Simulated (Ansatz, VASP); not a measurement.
# Two plane-wave programs on AlGa2As3

```xyz
6
Lattice="5.0178 0.0000 0.0000 0.0000 5.0178 0.0000 0.0000 0.0000 7.6923" Properties=species:S:1:pos:R:3 pbc="T T T"
Al    0.0000    0.0000    3.8461
Ga    2.5089    0.0000    0.0000
Ga    0.0000    2.5089    0.0000
As    0.0000    0.0000    1.5104
As    0.0000    0.0000    6.1819
As    2.5089    2.5089    0.0000
```

Alike in both runs: functional PBE; k mesh 4 × 4 × 2; occupations gaussian, width 0.1 eV; no spin polarisation.

Ansatz relaxed the structure, and its values are those at the end. VASP's run is a single point on that final structure, the one shown.

```csv
,VASP,Ansatz
version,VASP 6.6.1,Ansatz 0.2.0
potentials or method,"VASP PAW PBE potentials, release 64 (Al, Ga_d, As), cutoff 520 eV","scalar-relativistic, plane waves, PAW"
valence electrons in the cell,44,74
```

```csv
,VASP,Ansatz,Ansatz less VASP
gap on the k mesh at the Fermi level (eV),none,none,-
pressure (GPa),0.1,0.0,-0.09
rms of the force components (eV/Å),0.015,0.009,-0.0060
```

A gap of «none» marks a metal or a gap that the smearing closes. With one functional, cell and mesh, what is left measures potentials, basis and numerics. VASP's potentials hold 44 valence electrons a cell and Ansatz's 74, so a difference there can come from the potentials and not from the codes.

The k mesh is coarse, so the values compare programs but aren't converged.
